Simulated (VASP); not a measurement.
Here is a VASP 6.6.1 calculation.

File INCAR:

```
SYSTEM = Cr
PREC = Accurate
ENCUT = 520
EDIFF = 1E-7
ISMEAR = -1
SIGMA = 0.05
LREAL = .FALSE.
LASPH = .TRUE.
NELM = 150
ALGO = Normal
ISIF = 2
LWAVE = .FALSE.
LCHARG = .FALSE.
ISPIN = 2
MAGMOM = -1.2 1.2
LORBIT = 11
LMAXMIX = 4
GGA = CA
NBANDS = 23
```

File KPOINTS:

```
Automatic mesh
0
G
  12 12 12
  0 0 0
```

POSCAR

```
Cr
1.0
    2.9688993551      0.0000000000      0.0000000000
    0.0000000000      2.9688993551      0.0000000000
    0.0000000000      0.0000000000      2.9688993551
Cr
2
Direct
    0.0000000000      0.0000000000      0.0000000000
    0.5000000000      0.5000000000      0.5000000000
```

Potentials or basis: VASP PAW LDA potentials, release 64 (Cr_pv).

Run with:

```sh
$ cat potpaw_LDA.64/Cr_pv/POTCAR > POTCAR
$ mpirun -np 1 vasp_std > vasp.out
```

Q: Predict the band gap on the k mesh.

A: Zero (filled and empty bands overlap).

Q: What does it give for the pressure?

A: -33.8 GPa.

Q: Estimate the site moments.

A: Cr -1.10, +1.10 μB.

Q: Estimate the net moment.

A: 0.00 μB per cell.
